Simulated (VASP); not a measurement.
Ba2LuRuN6:

```
CELL_PARAMETERS angstrom
0.00000 4.20074 4.20074
4.20074 0.00000 4.20074
4.20074 4.20074 0.00000
ATOMIC_POSITIONS crystal
Lu 0.00000 0.00000 0.00000
N 0.73690 0.26310 0.26310
N 0.26310 0.73690 0.26310
N 0.26310 0.73690 0.73690
N 0.73690 0.26310 0.73690
N 0.26310 0.26310 0.73690
N 0.73690 0.73690 0.26310
Ru 0.50000 0.50000 0.50000
Ba 0.25000 0.25000 0.25000
Ba 0.75000 0.75000 0.75000
```

Base run:

```yaml
Program: VASP 6.6.1
Functional: LDA
Potentials_or_basis: VASP PAW PBE potentials, release 64 (Lu, N, Ru_sv, Ba_sv)
Cutoff: 700 eV
k_mesh: 4 × 4 × 4
Occupations: fermi-dirac, width 0.1 eV
Spin: no spin polarisation
```

Its results: band gap on the k mesh zero (an odd number of electrons rules out a gap without spin polarisation); pressure -7.4 GPa; largest force 0.971 eV/Å.

The run is repeated on the same cell with these changes: functional from LDA to PBE. What comes out?

Band gap on the k mesh zero (an odd number of electrons rules out a gap without spin polarisation); pressure 1.6 GPa; largest force 0.882 eV/Å.

PBE binds less tightly than LDA, so the same cell stands under more pressure.

Caveats: spin-orbit coupling is left out, which moves the levels of the heavy elements; an odd number of electrons without spin polarisation forces a metal; a magnetic or distorted state may lie lower; the cell stands under tension (at least some runs); the PAW data sets were made with another functional, which shifts forces and pressure a little (at least some runs).
